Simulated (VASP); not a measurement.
# Si62C (a cell with a defect) in VASP: further runs, part 2 of 2

VASP 6.6.1.

### Step 3. Single point, PBE+D3(BJ)

Input file INCAR:

```
ALGO = Normal
EDIFF = 1E-6
ENCUT = 520
GGA = PE
ISIF = 2
ISMEAR = 0
IVDW = 12
LASPH = True
LCHARG = True
LELF = True
LREAL = Auto
LVHAR = True
LWAVE = False
NBANDS = 163
NELM = 100
PREC = Accurate
SIGMA = 0.02
```

Input file KPOINTS:

```
k-points
0
Gamma
  1 1 1
```

Input file POSCAR:

```
Si62C
1.0
   10.8600000000      0.0000000000      0.0000000000
    0.0000000000     10.8600000000      0.0000000000
    0.0000000000      0.0000000000     10.8600000000
Si C
62 1
Direct
    0.5177591160     -0.0145801105     -0.0024898711
    0.6311486188      0.1237943831      0.1243481584
    0.7520616022      0.2518453039     -0.0024641805
    0.8819295580      0.3852329650      0.1113167587
    0.7564723757      0.0033254144      0.2547394107
    0.8793477901      0.1313542357      0.3817721915
   -0.0064489871     -0.0058694291      0.0044451197
    0.1247051565      0.1233090239      0.1243491713
    0.2563679558      0.2435656538      0.0010879374
    0.3720720074      0.3739666667      0.1316017495
    0.4933729282      0.4992602210      0.0048996317
    0.6444948435      0.6387631676      0.0882955801
    0.8658340700      0.8703732965      0.1267943831
    0.2522089319     -0.0005267956      0.2488498158
    0.3769258748      0.1260989871      0.3743480663
    0.5032772560      0.2483065378      0.2482752302
    0.6344581952      0.3773022099      0.3669976980
    0.7551713628      0.5080672192      0.2349248619
    0.8769342541      0.6250853591      0.3748503683
    0.5004848066      0.0007428177      0.4992755985
    0.6325952118      0.1222996317      0.6253766114
    0.7585451197      0.2608918969      0.5084154696
    0.8673083794      0.3986339779      0.6490506446
    0.7534264273     -0.0114005525      0.7528755985
    0.8755317680      0.1227546041      0.8759243094
    0.0097267956      0.5133849908     -0.0159146409
    0.1273345304      0.6286375691      0.1250002762
    0.2549888582      0.7523058011      0.0019804788
    0.3820735727      0.8770976980      0.1255514733
    0.0026263352      0.2541542357      0.2461832413
    0.1226898711      0.3770622468      0.3793811234
    0.2482589319      0.5004041436      0.2535241252
    0.3849087477      0.6268348987      0.3684086556
    0.5164162983      0.7503252302      0.2366588398
    0.6291003683      0.8765775322      0.3759253223
    0.0027514733     -0.0044915285      0.5044127072
    0.1217646409      0.1289702578      0.6277730203
    0.2497720074      0.2484073665      0.4991152855
    0.3807042357      0.3717872007      0.6208994475
    0.5053624309      0.4958576427      0.4936355433
    0.6160690608      0.6304560773      0.6233258748
    0.7513364641      0.7482107735      0.5008954880
    0.8809011971      0.8612715470      0.6350053407
    0.2443190608      0.0021976980      0.7530235727
    0.3854985267      0.1167572744      0.8763668508
    0.5047836096      0.2465651934      0.7476081031
    0.6179056169      0.3773954880      0.8809856354
    0.7155162983      0.5556999079      0.8019209024
   -0.0023231123      0.7512208103      0.2478600368
    0.1260187845      0.8746192449      0.3739788214
   -0.0032301105      0.4993086556      0.5063311234
    0.1285576427      0.6250232965      0.6277059853
    0.2528631676      0.7495789134      0.4959117864
    0.3667198895      0.8837401473      0.6222840700
   -0.0041479742      0.2546546961      0.7511361878
    0.1325669429      0.3730171271      0.8746979742
    0.2559099448      0.4954693370      0.7458557090
    0.3751207182      0.6252848066      0.8742395028
    0.4880325967      0.7540082873      0.7418708103
    0.6377011971      0.8407381215      0.8756042357
    0.0009945672      0.7296370166      0.7689289134
    0.1223389503      0.8720383978      0.8801196133
    0.6875475138      0.6803116022     -0.0770520258
```

Potentials or basis: VASP PAW PBE potentials, release 64 (Si, C).

The run is started by

```bash
$ cat potpaw_PBE.64/Si/POTCAR potpaw_PBE.64/C/POTCAR > POTCAR
$ mpirun -np 1 vasp_gam > vasp.out
```

OUTCAR:

```text
EDIFF = 1E-6
   ENCUT = 520
   GGA = PE
   ISIF = 2
   ISMEAR = 0
   IVDW = 12
   LASPH = True
   LREAL = Auto
   NELM = 100
   PREC = Accurate
 IVDW          = 12

 ion  position               nearest neighbor table
   1  0.518  0.985  0.998-  29 2.34   2 2.38  45 2.41  60 2.43
   2  0.631  0.124  0.124-   3 2.36  16 2.36   5 2.36   1 2.38
   3  0.752  0.252  0.998-  25 2.35   2 2.36  47 2.36   4 2.37
   4  0.882  0.385  0.111-  18 2.34   3 2.37  26 2.40  30 2.43
   5  0.756  0.003  0.255-  13 2.33  35 2.35   2 2.36   6 2.37
   6  0.879  0.131  0.382-  22 2.36   5 2.37  30 2.40  36 2.40
   7  0.994  0.994  0.004-  13 2.34  62 2.35  25 2.35   8 2.39
   8  0.125  0.123  0.124-  30 2.35   9 2.35  14 2.36   7 2.39
   9  0.256  0.244  0.001-   8 2.35  10 2.37  56 2.38  45 2.39
  10  0.372  0.374  0.132-  32 2.33  11 2.34  16 2.34   9 2.37
  11  0.493  0.499  0.005-  47 2.32  10 2.34  58 2.35  12 2.41
  12  0.644  0.639  0.088-  63 1.91  11 2.41  18 2.45  34 2.45
  13  0.866  0.870  0.127-   5 2.33  49 2.34   7 2.34
  14  0.252  0.999  0.249-  29 2.36   8 2.36  50 2.36  15 2.36
  15  0.377  0.126  0.374-  20 2.34  38 2.35  16 2.35  14 2.36
  16  0.503  0.248  0.248-  10 2.34  15 2.35   2 2.36  17 2.38
  17  0.634  0.377  0.367-  40 2.35  16 2.38  22 2.40  18 2.41
[... 41 lines left out ...]
  59  0.488  0.754  0.742-  41 2.32  54 2.33  58 2.35  60 2.37
  60  0.638  0.841  0.876-  63 1.90  59 2.37   1 2.43  24 2.44
  61  0.001  0.730  0.769-  52 2.36  62 2.36  43 2.42
  62  0.122  0.872  0.880-  28 2.35   7 2.35  61 2.36  44 2.38
  63  0.688  0.680  0.923-  60 1.90  12 1.91  48 1.91

  LATTYP: Found a simple cubic cell.
 ALAT       =    10.8600000000

  Lattice vectors:

 A1 = (  10.8600000000,   0.0000000000,   0.0000000000)
 A2 = (   0.0000000000,  10.8600000000,   0.0000000000)
 A3 = (   0.0000000000,   0.0000000000,  10.8600000000)

Analysis of symmetry for initial positions (statically):
=====================================================================
 Subroutine PRICEL returns:
 Original cell was already a primitive cell.

 Routine SETGRP: Setting up the symmetry group for a
 simple cubic supercell.

 Subroutine GETGRP returns: Found  1 space group operations
 (whereof  1 operations were pure point group operations)
 out of a pool of 48 trial point group operations.

The static configuration has the point symmetry C_1 .

Analysis of symmetry for dynamics (positions and initial velocities):
=====================================================================
 Subroutine PRICEL returns:
 Original cell was already a primitive cell.

 Routine SETGRP: Setting up the symmetry group for a
 simple cubic supercell.

 Subroutine GETGRP returns: Found  1 space group operations
 (whereof  1 operations were pure point group operations)
 out of a pool of 48 trial point group operations.

The dynamic configuration has the point symmetry C_1 .

 Subroutine INISYM returns: Found  1 space group operations
 (whereof  1 operations are pure point group operations),
 and found     1 'primitive' translations

----------------------------------------------------------------------------------------

                                     Primitive cell

  volume of cell :    1280.8241

  direct lattice vectors                    reciprocal lattice vectors
    10.860000000  0.000000000  0.000000000     0.092081031  0.000000000  0.000000000
     0.000000000 10.860000000  0.000000000     0.000000000  0.092081031  0.000000000
     0.000000000  0.000000000 10.860000000     0.000000000  0.000000000  0.092081031

  length of vectors
[... 165 lines left out ...]
   dimension x,y,z NGX =    84 NGY =   84 NGZ =   84
   dimension x,y,z NGXF=   168 NGYF=  168 NGZF=  168
   ions per type =              62   1
   NGX,Y,Z   is equivalent  to a cutoff of  12.86, 12.86, 12.86 a.u.
   NGXF,Y,Z  is equivalent  to a cutoff of  25.72, 25.72, 25.72 a.u.
 SYSTEM =  unknown system
   PREC   = accura    normal or accurate (medium, high low for compatibility)
   ISTART =      0    job   : 0-new  1-cont  2-samecut
   ICHARG =      2    charge: 1-file 2-atom 10-const
   ISPIN  =      1    spin polarized calculation?
   LNONCOLLINEAR =      F non collinear calculations
   LSORBIT =      F    spin-orbit coupling
   LASPH  =      T    aspherical Exc in radial PAW
   ENCUT  =  520.0 eV  38.22 Ry    6.18 a.u.  20.19 20.19 20.19*2*pi/ulx,y,z
   NELM   =    100;   NELMIN=  2; NELMDL= -5     # of ELM steps
   EDIFF  = 0.1E-05   stopping-criterion for ELM
   LREAL  =      T    real-space projection
   EDIFFG = 0.1E-04   stopping-criterion for IOM
   NSW    =      0    number of steps for IOM
   IBRION =     -1    ionic relax: 0-MD 1-quasi-New 2-CG
   NFREE  =      0    steps in history (QN), initial steepest desc. (CG)
   ISIF   =      2    stress and relaxation
   ISYM   =      2    0-nonsym 1-usesym 2-fastsym
   POTIM  = 0.5000    time-step for ionic-motion
   TEBEG  =    0.0;   TEEND  =   0.0 temperature during run
   PSTRESS=    0.0 pullay stress
   NELECT =     252.0000    total number of electrons
   NUPDOWN=      -1.0000    fix difference up-down
   EMIN   =  10.00;   EMAX   =-10.00  energy-range for DOS
   EFERMI =   0.00;   METHOD = LEGACY
   ISMEAR =     0;   SIGMA  =   0.02  broadening in eV -4-tet -1-fermi 0-gaus
   EFERMI_NEDOS =   21; number of points for ismear=-14 and -15
   IALGO  =     38    algorithm
   IMIX   =      4    mixing-type and parameters
     AMIX     =   0.40;   BMIX     =  1.00
     AMIX_MAG =   1.60;   BMIX_MAG =  1.00
  volume/ion in A,a.u.               =      20.33       137.20
  Fermi-wavevector in a.u.,A,eV,Ry     =   0.952164  1.799329 12.335269  0.906617
  Thomas-Fermi vector in A             =   2.080702
   LORBIT       =      0    0 simple, 1 ext, 2 COOP (PROOUT), +10 PAW based schemes
   GGA     = PE    functional components
   LHFCALC =     F    Hartree Fock is set to
   AEXX    =    0.0000 exact exchange contribution
   IVDW    =    12    specifies the selected vdW correction
   LEPSILON=     F    determine dielectric tensor
   LRPA    =     F    only Hartree local field effects (RPA)
 non-spin polarized calculation
 Gauss-broadening in eV      SIGMA  =   0.02
  energy-cutoff  :      520.00
  volume of cell :     1280.82
 maximum number of plane-waves:     17229
 NGX is ok and might be reduce to    84
   NGX = 41   NGY = 41   NGZ = 41

 number of electron     251.9999999 magnetization

 Free energy of the ion-electron system (eV)
  ---------------------------------------------------
  ext. energy  EPLUGINS =         0.00000000
  ---------------------------------------------------
  free energy    TOTEN  =      -333.47568839 eV

  energy without entropy =     -333.47568832  energy(sigma->0) =     -333.47568835

 E-fermi :   5.7337     XC(G=0):  -9.3227

 val. band max:        5.6621249236   @ k =   0.0000   0.0000   0.0000
 cond. band min:       5.8052722288   @ k =   0.0000   0.0000   0.0000
 fundamental gap:      0.1431473052
 Fermi energy:         5.7336986883

 k-point     1 :       0.0000    0.0000    0.0000
  band No.  band energies     occupation
      1      -6.7703      2.00000
      2      -6.0933      2.00000
      3      -5.2321      2.00000
      4      -5.1898      2.00000
      5      -5.1793      2.00000
      6      -5.1510      2.00000
[... 130 lines left out ...]
    137       6.8465      0.00000
    138       6.9032      0.00000
 [bands above 138 left out]

------------------------ aborting loop because EDIFF is reached ----------------------------------------

 Edisp (eV)  -19.63176

 E6    (eV) :   -11.5179

 E8    (eV) :    -8.1139

  FORCE on cell =-STRESS in cart. coord.  units (eV):
  Direction    XX          YY          ZZ          XY          YZ          ZX
  --------------------------------------------------------------------------------------
  -------------------------------------------------------------------------------------
  Total      -8.70406   -18.38773   -17.78970    -2.37910     3.22713    -0.61929
  in kB     -10.88788   -23.00114   -22.25306    -2.97600     4.03681    -0.77467
  external pressure =      -18.71 kB  Pullay stress =        0.00 kB

 VOLUME and BASIS-vectors are now :
 -----------------------------------------------------------------------------
  energy-cutoff  :      520.00
  volume of cell :     1280.82
      direct lattice vectors                 reciprocal lattice vectors
    10.860000000  0.000000000  0.000000000     0.092081031  0.000000000  0.000000000
     0.000000000 10.860000000  0.000000000     0.000000000  0.092081031  0.000000000
     0.000000000  0.000000000 10.860000000     0.000000000  0.000000000  0.092081031

 POSITION                                       TOTAL-FORCE (eV/Angst)
 -----------------------------------------------------------------------------------
      5.62286     10.70166     10.83296        -0.027457      0.032028      0.018220
      6.85427      1.34441      1.35042         0.005815      0.008447      0.012868
      8.16739      2.73504     10.83324         0.003594     -0.005263     -0.005855
      9.57775      4.18363      1.20890        -0.005951      0.001349     -0.010462
      8.21529      0.03611      2.76647         0.014052     -0.008815     -0.020256
      9.54972      1.42651      4.14605         0.004477     -0.011034     -0.012960
[... 55 lines left out ...]
      1.32860      9.47034      9.55810         0.042321      0.024292     -0.006501
      7.46677      7.38818     10.02321        -0.242475     -0.023360      0.191533
 -----------------------------------------------------------------------------------
    total drift:                                0.013263      0.010301     -0.014545

  FREE ENERGIE OF THE ION-ELECTRON SYSTEM (eV)
  ---------------------------------------------------
  free  energy   TOTEN  =      -353.1074479952 eV

  energy  without entropy=     -353.1074479333  energy(sigma->0) =     -353.10744796
```

Wall time 9.9 min (1 thread of Oxide Virtual Turin-like, shared host); peak memory 1 GiB.

What came out:

```
Free energy                : -353.1074 eV
Pressure                   : -1.9 GPa
Largest force              : 0.310 eV/Å
Dispersion energy per atom : -0.312 eV
```

Forces in eV/Å, atoms in the order of the input:
```
Si  -0.027  0.032  0.018
Si   0.006  0.008  0.013
Si   0.004 -0.005 -0.006
Si  -0.006  0.001 -0.010
Si   0.014 -0.009 -0.020
Si   0.004 -0.011 -0.013
Si   0.019  0.010 -0.013
Si   0.004  0.000 -0.010
Si  -0.012  0.006 -0.005
Si  -0.025 -0.022  0.013
Si  -0.051 -0.044  0.003
Si  -0.078 -0.063 -0.012
Si   0.017  0.019 -0.036
Si  -0.005  0.002  0.002
Si   0.008 -0.005  0.002
Si   0.002  0.001  0.008
Si   0.011 -0.003  0.011
Si  -0.003 -0.006 -0.011
Si  -0.001  0.005 -0.014
Si   0.015 -0.004 -0.008
Si   0.023 -0.025  0.003
Si   0.018 -0.017 -0.009
Si   0.001 -0.004 -0.006
Si   0.010 -0.027  0.028
Si   0.010 -0.001 -0.002
Si  -0.002  0.013 -0.012
Si   0.001  0.005 -0.001
Si   0.010  0.002  0.000
Si  -0.010  0.000  0.004
Si   0.010  0.005 -0.011
Si   0.000  0.000  0.000
Si  -0.004  0.000  0.005
Si   0.026 -0.005 -0.012
Si   0.012  0.011 -0.021
Si   0.016 -0.005 -0.009
Si   0.005 -0.004  0.003
Si   0.007  0.001 -0.006
Si   0.007  0.003 -0.004
Si   0.018 -0.007 -0.004
Si   0.025  0.012  0.017
Si   0.011  0.022  0.031
Si   0.008 -0.001  0.000
Si   0.006 -0.016  0.011
Si   0.022  0.015 -0.017
Si   0.004  0.020 -0.012
Si   0.025 -0.004 -0.017
Si  -0.013 -0.017  0.014
Si  -0.063  0.044  0.093
Si  -0.011  0.011 -0.019
Si  -0.005 -0.008 -0.004
Si  -0.006  0.003 -0.014
Si   0.049 -0.015 -0.047
Si   0.027  0.005 -0.031
Si   0.009  0.006 -0.007
Si   0.000 -0.001 -0.015
Si  -0.006  0.008 -0.016
Si   0.012 -0.009 -0.016
Si  -0.004 -0.009 -0.002
Si  -0.009  0.012  0.014
Si  -0.059  0.039  0.072
Si   0.128  0.026 -0.078
Si   0.042  0.024 -0.007
C   -0.242 -0.023  0.192
```

Stress tensor (GPa, compression positive):
```
-1.09 -0.30 -0.08
-0.30 -2.30  0.40
-0.08  0.40 -2.23
```

Caveat: the k points lie up to 0.58 Å⁻¹ apart.
